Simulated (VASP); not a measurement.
Write the native input for VASP 6.6.1 that does the following.

- Task: single point
- Functional: PBE
- Potentials or basis: VASP PAW PBE potentials, release 64 (Nb_sv, S, N)
- Cutoff: 520 eV
- k mesh: 7 × 7 × 5
- Occupations: fermi-dirac, width 0.05 eV
- Spin: no spin polarisation
- Dipole correction: no
- Further INCAR settings: ALGO = Normal; EDIFF = 1e-06; NBANDS = 33

The structure of NbSN lies in POSCAR:

```
NbSN
1.0
    3.5921760000      0.0000000000      0.0000000000
    0.0000000000      3.5921760000      0.0000000000
    0.0000000000      0.0000000000      6.1223160000
Nb S N
2 2 2
Direct
    0.0000000000      0.5000000000      0.8139180000
    0.5000000000      0.0000000000      0.1860820000
    0.0000000000      0.5000000000      0.3835400000
    0.5000000000      0.0000000000      0.6164600000
    0.0000000000      0.0000000000      0.0000000000
    0.5000000000      0.5000000000      0.0000000000
```

The input as run:

INCAR

```
SYSTEM = NbSN
PREC = Accurate
ENCUT = 520
EDIFF = 1E-6
ISMEAR = -1
SIGMA = 0.05
LREAL = .False.
LASPH = .True.
NELM = 100
ALGO = Normal
ISIF = 2
LWAVE = .False.
LCHARG = .False.
GGA = PE
NBANDS = 33
```

KPOINTS

```
Automatic mesh
0
Gamma
  7 7 5
  0 0 0
```

Potentials or basis: VASP PAW PBE potentials, release 64 (Nb_sv, S, N).

Command:

```console
$ cat potpaw_PBE.64/Nb_sv/POTCAR potpaw_PBE.64/S/POTCAR potpaw_PBE.64/N/POTCAR > POTCAR
$ mpirun -np 1 vasp_std > vasp.out
```

Results of the run:

```json
{"Pressure": "-3.8 GPa", "Largest force": "0.473 eV/Å", "Band gap on the k mesh": "zero (bands 24 and 25 overlap by 0.18 eV)"}
```

Caveat: the cell stands under tension.

Wall time 2.4 min on 1 thread of AMD EPYC 7R43 64-Core Processor (Zen 3), on a shared host, peak memory 0.18 GiB.
